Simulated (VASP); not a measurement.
# MoS2 (R3m) in VASP: settings compared

The runs below take MoS2 through single point, relaxation of cell and atoms, with PBEsol, revPBE+U.

Everything below comes from runs of VASP 6.6.1. Logs are shortened: lines on timing, memory, paths and dates and some standing lists are left out, and cuts for length are marked.

## 1. The cell of the first run

Symmetry: R3m, No. 160, trigonal system. The conventional cell has a = 3.160 Å, b = 3.160 Å, c = 18.450 Å, α = 90.00°, β = 90.00°, γ = 120.00°. Within 3.2 Å of Mo (site symmetry 3m) lie 6 S at 2.39 Å and 6 Mo at 3.16 Å. Within 3.2 Å of S (site symmetry 3m) lie 3 Mo at 2.39 Å and 7 S at 3.08 to 3.16 Å. Within 3.2 Å of S (site symmetry 3m) lie 3 Mo at 2.39 Å and 7 S at 3.08 to 3.16 Å.

## 2. Single point, PBEsol

Contents of INCAR:

```
  ALGO = Normal
  EDIFF = 1E-6
  ENCUT = 520
  GGA = PS
  ISIF = 2
  ISMEAR = -1
  LASPH = T
  LCHARG = F
  LREAL = F
  LWAVE = F
  NBANDS = 20
  NELM = 100
  PREC = Accurate
  SIGMA = 0.05
```

Contents of KPOINTS:

```
k-points
0
Gamma
  8 8 8
```

Contents of POSCAR:

```
MoS2
1.0
    1.5800000000      0.9122134253      6.1500000000
   -1.5800000000      0.9122134253      6.1500000000
    0.0000000000     -1.8244268506      6.1500000000
Mo S
1 2
Direct
    0.0000000000      0.0000000000      0.0000000000
    0.4170000000      0.4170000000      0.4170000000
    0.2500000000      0.2500000000      0.2500000000
```

Potentials or basis: VASP PAW PBE potentials, release 64 (Mo_sv, S).

Run with:

```bash
cat potpaw_PBE.64/Mo_sv/POTCAR potpaw_PBE.64/S/POTCAR > POTCAR
mpirun -np 1 vasp_std > vasp.out
```

OUTCAR:

```text
EDIFF = 1E-6
   ENCUT = 520
   GGA = PS
   ISIF = 2
   ISMEAR = -1
   LASPH = T
   LREAL = F
   NELM = 100
   PREC = Accurate

 ion  position               nearest neighbor table
   1  0.000  0.000  0.000-   3 2.39   3 2.39   3 2.39   2 2.39   2 2.39   2 2.39
   2  0.417  0.417  0.417-   1 2.39   1 2.39   1 2.39
   3  0.250  0.250  0.250-   1 2.39   1 2.39   1 2.39

  LATTYP: Found a trigonal (rhomboedric) cell.
 ALAT       =     6.4149071181
 COS(alpha) =     0.8786713335

  Lattice vectors:

 A1 = (   1.5800000000,   0.9122134253,   6.1500000000)
 A2 = (  -1.5800000000,   0.9122134253,   6.1500000000)
 A3 = (   0.0000000000,  -1.8244268506,   6.1500000000)

Analysis of symmetry for initial positions (statically):
=====================================================================
 Subroutine PRICEL returns:
 Original cell was already a primitive cell.

 Routine SETGRP: Setting up the symmetry group for a
 trigonal (rhombohedral) supercell.

 Subroutine GETGRP returns: Found  6 space group operations
 (whereof  6 operations were pure point group operations)
 out of a pool of 12 trial point group operations.

The static configuration has the point symmetry C_3v.

Analysis of symmetry for dynamics (positions and initial velocities):
=====================================================================
 Subroutine PRICEL returns:
 Original cell was already a primitive cell.

 Routine SETGRP: Setting up the symmetry group for a
 trigonal (rhombohedral) supercell.

 Subroutine GETGRP returns: Found  6 space group operations
 (whereof  6 operations were pure point group operations)
 out of a pool of 12 trial point group operations.

The dynamic configuration has the point symmetry C_3v.

 Subroutine INISYM returns: Found  6 space group operations
 (whereof  6 operations are pure point group operations),
 and found     1 'primitive' translations

----------------------------------------------------------------------------------------

                                     Primitive cell

  volume of cell :      53.1839

  direct lattice vectors                    reciprocal lattice vectors
     1.580000000  0.912213425  6.150000000     0.316455696  0.182705781  0.054200542
[... 76 lines left out ...]
   NGX,Y,Z   is equivalent  to a cutoff of  12.44, 12.44, 12.44 a.u.
   NGXF,Y,Z  is equivalent  to a cutoff of  24.88, 24.88, 24.88 a.u.
 SYSTEM =  unknown system
   PREC   = accura    normal or accurate (medium, high low for compatibility)
   ISTART =      0    job   : 0-new  1-cont  2-samecut
   ICHARG =      2    charge: 1-file 2-atom 10-const
   ISPIN  =      1    spin polarized calculation?
   LNONCOLLINEAR =      F non collinear calculations
   LSORBIT =      F    spin-orbit coupling
   LASPH  =      T    aspherical Exc in radial PAW
   ENCUT  =  520.0 eV  38.22 Ry    6.18 a.u.  11.93 11.93 11.93*2*pi/ulx,y,z
   NELM   =    100;   NELMIN=  2; NELMDL= -5     # of ELM steps
   EDIFF  = 0.1E-05   stopping-criterion for ELM
   LREAL  =      F    real-space projection
   EDIFFG = 0.1E-04   stopping-criterion for IOM
   NSW    =      0    number of steps for IOM
   IBRION =     -1    ionic relax: 0-MD 1-quasi-New 2-CG
   NFREE  =      0    steps in history (QN), initial steepest desc. (CG)
   ISIF   =      2    stress and relaxation
   ISYM   =      2    0-nonsym 1-usesym 2-fastsym
   POTIM  = 0.5000    time-step for ionic-motion
   TEBEG  =    0.0;   TEEND  =   0.0 temperature during run
   PSTRESS=    0.0 pullay stress
   NELECT =      26.0000    total number of electrons
   NUPDOWN=      -1.0000    fix difference up-down
   EMIN   =  10.00;   EMAX   =-10.00  energy-range for DOS
   EFERMI =   0.00;   METHOD = LEGACY
   ISMEAR =    -1;   SIGMA  =   0.05  broadening in eV -4-tet -1-fermi 0-gaus
   EFERMI_NEDOS =   21; number of points for ismear=-14 and -15
   IALGO  =     38    algorithm
   IMIX   =      4    mixing-type and parameters
     AMIX     =   0.40;   BMIX     =  1.00
     AMIX_MAG =   1.60;   BMIX_MAG =  1.00
  volume/ion in A,a.u.               =      17.73       119.63
  Fermi-wavevector in a.u.,A,eV,Ry     =   1.289652  2.437089 22.629252  1.663203
  Thomas-Fermi vector in A             =   2.421532
   LORBIT       =      0    0 simple, 1 ext, 2 COOP (PROOUT), +10 PAW based schemes
   GGA     = PS    functional components
   LHFCALC =     F    Hartree Fock is set to
   AEXX    =    0.0000 exact exchange contribution
   IVDW    =     0    specifies the selected vdW correction
   LEPSILON=     F    determine dielectric tensor
   LRPA    =     F    only Hartree local field effects (RPA)
 non-spin polarized calculation
  energy-cutoff  :      520.00
  volume of cell :       53.18
 maximum number of plane-waves:      1447
   NGX = 23   NGY = 23   NGZ = 23

 number of electron      25.9999998 magnetization

 Free energy of the ion-electron system (eV)
  ---------------------------------------------------
  ext. energy  EPLUGINS =         0.00000000
  ---------------------------------------------------
  free energy    TOTEN  =       -23.44401544 eV

  energy without entropy =      -23.44401417  energy(sigma->0) =      -23.44401480

 E-fermi :   8.0111     XC(G=0): -11.0041

 val. band max:        7.5816856012   @ k =   0.5000   0.5000   0.5000
 cond. band min:       8.5819225318   @ k =  -0.2500   0.1250  -0.0000
 fundamental gap:      1.0002369306
 Fermi energy:         8.0110625383

 k-point     1 :       0.0000    0.0000    0.0000
  band No.  band energies     occupation
      1     -53.8943      2.00000
      2     -28.0984      2.00000
      3     -27.8603      2.00000
      4     -27.8603      2.00000
      5      -7.5419      2.00000
      6      -5.7963      2.00000
[... 541 lines left out ...]
     19      15.9964      0.00000
     20      16.1789      0.00000

 [... further k-points ...]
[... 5 lines left out ...]
  --------------------------------------------------------------------------------------
  -------------------------------------------------------------------------------------
  Total       -0.2159209     -0.2159209      0.7626908      0.0000000      0.0000000      0.0000000
  in kB       -6.5046726     -6.5046726     22.9762514      0.0000000      0.0000000      0.0000000
  external PRESSURE =       3.3223021 kB  Pullay stress =       0.0000000 kB

 VOLUME and BASIS-vectors are now :
 -----------------------------------------------------------------------------
  energy-cutoff  :      520.00
  volume of cell :       53.18
      direct lattice vectors                 reciprocal lattice vectors
     1.580000000  0.912213425  6.150000000     0.316455696  0.182705781  0.054200542
    -1.580000000  0.912213425  6.150000000    -0.316455696  0.182705781  0.054200542
     0.000000000 -1.824426851  6.150000000     0.000000000 -0.365411563  0.054200542

 POSITION                                       TOTAL-FORCE (eV/Angst)
 -----------------------------------------------------------------------------------
      0.00000      0.00000      0.00000         0.000000      0.000000      0.086223
      0.00000      0.00000      7.69365         0.000000     -0.000000      0.174350
      0.00000      0.00000      4.61250         0.000000     -0.000000     -0.260573
 -----------------------------------------------------------------------------------
    total drift:                                0.000000     -0.000000      0.000066

  FREE ENERGIE OF THE ION-ELECTRON SYSTEM (eV)
  ---------------------------------------------------
  free  energy   TOTEN  =       -23.4440154354 eV

  energy  without entropy=      -23.4440141671  energy(sigma->0) =      -23.44401480
```

OSZICAR:

```text
N       E                     dE             d eps       ncg     rms          rms(c)
DAV:   1     0.179125693588E+03    0.17913E+03   -0.13511E+04  2624   0.123E+03
DAV:   2    -0.177072289226E+02   -0.19683E+03   -0.19164E+03  3164   0.315E+02
DAV:   3    -0.248183857993E+02   -0.71112E+01   -0.70476E+01  3248   0.560E+01
DAV:   4    -0.248962403256E+02   -0.77855E-01   -0.77810E-01  3164   0.623E+00
DAV:   5    -0.248974096620E+02   -0.11693E-02   -0.11693E-02  3224   0.746E-01    0.261E+01
DAV:   6    -0.237941138787E+02    0.11033E+01   -0.95306E+00  2756   0.191E+01    0.886E+00
DAV:   7    -0.235545710081E+02    0.23954E+00   -0.34278E+00  2672   0.108E+01    0.606E+00
DAV:   8    -0.234450382340E+02    0.10953E+00   -0.52409E-01  2924   0.447E+00    0.170E+00
DAV:   9    -0.234450952969E+02   -0.57063E-04   -0.20524E-02  3104   0.880E-01    0.611E-01
DAV:  10    -0.234440115141E+02    0.10838E-02   -0.73188E-03  2880   0.586E-01    0.116E-01
DAV:  11    -0.234440235926E+02   -0.12079E-04   -0.49194E-04  3020   0.153E-01    0.661E-02
DAV:  12    -0.234440068355E+02    0.16757E-04   -0.50615E-05  2964   0.414E-02    0.185E-02
DAV:  13    -0.234440154946E+02   -0.86591E-05   -0.13295E-05  2788   0.202E-02    0.695E-03
DAV:  14    -0.234440154354E+02    0.59214E-07   -0.79728E-07  2044   0.565E-03
   1 F= -.23444015E+02 E0= -.23444015E+02  d E =-.126821E-05
```

It took 68 s on 1 thread of Intel Xeon 6975P-C (Granite Rapids), shared host; peak memory 0.33 GiB.

What came out:

| Item | Value |
| --- | --- |
| Free energy | -23.4440 eV |
| Pressure | 0.3 GPa |
| Largest force | 0.261 eV/Å |
| Band gap on the k mesh | 1.00 eV (least direct gap 2.03 eV) |

Forces in eV/Å, atoms in the order of the input:
```
Mo   0.000  0.000  0.086
S    0.000  0.000  0.174
S    0.000  0.000 -0.261
```

Stress tensor (GPa, compression positive):
```
-0.65  0.00  0.00
 0.00 -0.65  0.00
 0.00  0.00  2.30
```

Levels at points of the mesh, in eV from the valence-band top:
| k point | band 9 | band 10 | band 11 | band 12 | band 13 | band 14 | band 15 | band 16 | band 17 | band 18 |
| --- | --- | --- | --- | --- | --- | --- | --- | --- | --- | --- |
| (0.00, 0.00, 0.00) | -3.49 | -2.34 | -2.34 | -1.27 | -1.20 | 2.02 | 2.02 | 2.46 | 2.46 | 5.40 |
| (0.50, 0.00, 0.00) | -5.10 | -4.08 | -2.37 | -1.66 | -1.52 | 1.58 | 2.00 | 3.45 | 3.50 | 5.19 |
| (0.50, 0.50, 0.00) | -4.81 | -4.01 | -2.94 | -1.85 | -1.35 | 1.53 | 2.13 | 2.98 | 3.93 | 5.93 |
| (0.50, 0.50, 0.50) | -3.50 | -3.50 | -2.32 | -2.32 | 0.00 | 2.12 | 2.12 | 2.33 | 2.33 | 5.50 |

Caveat: the PAW data sets were made with another functional, which shifts forces and pressure a little.

## 3. Single point, PBEsol, non-collinear spin, zero start, spin-orbit coupling

Contents of INCAR:

```
SYSTEM = MoS2
PREC = Accurate ; ENCUT = 520
EDIFF = 1E-7 ; ISMEAR = -1
SIGMA = 0.05 ; LREAL = .False.
LASPH = .True. ; NELM = 150
ALGO = Normal ; ISIF = 2
LWAVE = .False. ; LCHARG = .False.
LNONCOLLINEAR = .True. ; MAGMOM = 0 0 0 0 0 0 0 0 0
LORBIT = 11 ; LSORBIT = .True.
GGA_COMPAT = .False. ; LORBMOM = .True.
LMAXMIX = 4 ; GGA = PS
NBANDS = 39
```

Contents of KPOINTS:

```
regular mesh
0
Gamma
  8 8 8
  0 0 0
```

POSCAR is that of step 2.

Potentials or basis: VASP PAW PBE potentials, release 64 (Mo_sv, S).

Run with:

```bash
cat potpaw_PBE.64/Mo_sv/POTCAR potpaw_PBE.64/S/POTCAR > POTCAR
mpirun -np 1 vasp_ncl > vasp.out
```

Wall time 15 min (1 thread of Intel Xeon 6975P-C (Granite Rapids), shared host); peak memory 0.95 GiB.

The run converged. Its results:

```
Free energy                                           : -23.5425 eV
Pressure                                              : 0.3 GPa
Largest force                                         : 0.263 eV/Å
Net moment                                            : 0.00 μB per cell
Valence electrons inside the program's atomic spheres : Mo 12.53; S 3.69
```

Forces on the atoms (eV/Å):
```
Mo   0.000  0.000  0.086
S    0.000  0.000  0.177
S    0.000  0.000 -0.263
```

Stress tensor (GPa, compression positive):
```
-0.64  0.00  0.00
 0.00 -0.64  0.00
 0.00  0.00  2.31
```

Moments on the atoms (μB; x, y, z):
```
Mo  0.00 0.00 0.00
S   0.00 0.00 0.00
S   0.00 0.00 0.00
```

Caveat: the PAW data sets were made with another functional, which shifts forces and pressure a little.

## 4. Relaxation of cell and atoms, PBEsol, target pressure 10 GPa, at which the enthalpy is minimised

Contents of INCAR:

```
SYSTEM = MoS2
ALGO = Normal
EDIFF = 1E-6
EDIFFG = -0.01
ENCUT = 600
GGA = PS
IBRION = 2
ISIF = 3
ISMEAR = -1
LASPH = .True.
LCHARG = .False.
LREAL = .False.
LWAVE = .False.
NELM = 100
NSW = 60
PREC = Accurate
PSTRESS = 100.0
SIGMA = 0.05
```

Contents of KPOINTS:

```
k-points
0
Gamma
  10 10 10
  0 0 0
```

POSCAR is that of step 3.

Run with:

```bash
cat potpaw_PBE.64/Mo_sv/POTCAR potpaw_PBE.64/S/POTCAR > POTCAR
mpirun -np 1 vasp_std > vasp.out
```

Wall time 61 min (1 thread of Intel Xeon Platinum 8488C (Sapphire Rapids), shared host); peak memory 0.49 GiB.

The run converged. Its results:

| Property | Result |
| --- | --- |
| Free energy | -23.2766 eV |
| Relaxed volume | 15.28 Å³/atom |
| Relaxed cell | a = 5.858 Å, b = 5.858 Å, c = 5.858 Å, α = 30.48°, β = 30.48°, γ = 30.48° |
| Space group after relaxing (to 0.1 Å) | R3m (No. 160) |
| Energy change on relaxing (the run minimises the enthalpy) | +56.2 meV/atom |
| Ionic steps | 14 |
| Pressure after relaxing | 10.0 GPa |
| Largest force after relaxing | 0.009 eV/Å |
| Band gap on the k mesh | 0.27 eV (least direct gap 1.75 eV) |

Forces in eV/Å, atoms in the order of the input:
```
Mo   0.000  0.000  0.005
S    0.000  0.000 -0.009
S    0.000  0.000  0.004
```

The path:
```csv
step,energy change (eV),largest force (eV/Å),pressure (GPa),volume (Å³)
1,0.0000,0.2591,0.32,53.18
2,0.6822,3.1229,33.55,45.36
3,0.0883,1.1522,10.33,50.13
4,0.1006,0.3781,9.40,48.80
5,0.1166,0.2173,9.26,48.51
6,0.1369,0.2437,10.63,47.28
7,0.2107,0.3924,13.61,45.41
8,0.1530,0.7533,4.43,46.55
9,0.1672,0.1539,9.60,45.88
10,0.1707,0.1009,10.21,45.81
11,0.1689,0.0528,10.02,45.83
12,0.1689,0.0505,10.02,45.83
13,0.1684,0.0389,10.05,45.84
14,0.1685,0.0090,10.03,45.83
```

Final structure:
```xyz
3
Lattice="1.5397 0.8889 5.5814 -1.5397 0.8889 5.5814 0.0000 -1.7779 5.5814" Properties=species:S:1:pos:R:3 pbc="T T T"
Mo    0.0000    0.0000    0.0001
S     0.0000    0.0000    7.1449
S     0.0000    0.0000    4.0234
```

Levels at points of the mesh, in eV from the valence-band top:
```csv
k point,band 9,band 10,band 11,band 12,band 13,band 14,band 15,band 16,band 17
"(0.00, 0.00, 0.00)",-3.80,-2.68,-2.68,-2.04,-0.73,1.59,1.59,2.29,2.29
"(0.50, 0.00, 0.00)",-5.71,-4.64,-2.75,-2.09,-1.73,1.51,1.72,2.73,3.43
"(0.50, 0.50, 0.00)",-5.36,-4.36,-3.81,-2.42,-1.81,1.39,1.95,2.72,3.98
"(0.50, 0.50, 0.50)",-3.85,-3.85,-2.57,-2.57,0.00,1.75,1.75,1.99,1.99
```

Caveat: the cell is relaxed towards a set pressure, so the run minimises the enthalpy, not the energy; the PAW data sets were made with another functional, which shifts forces and pressure a little.

(Part 1 of 2 ends here.)
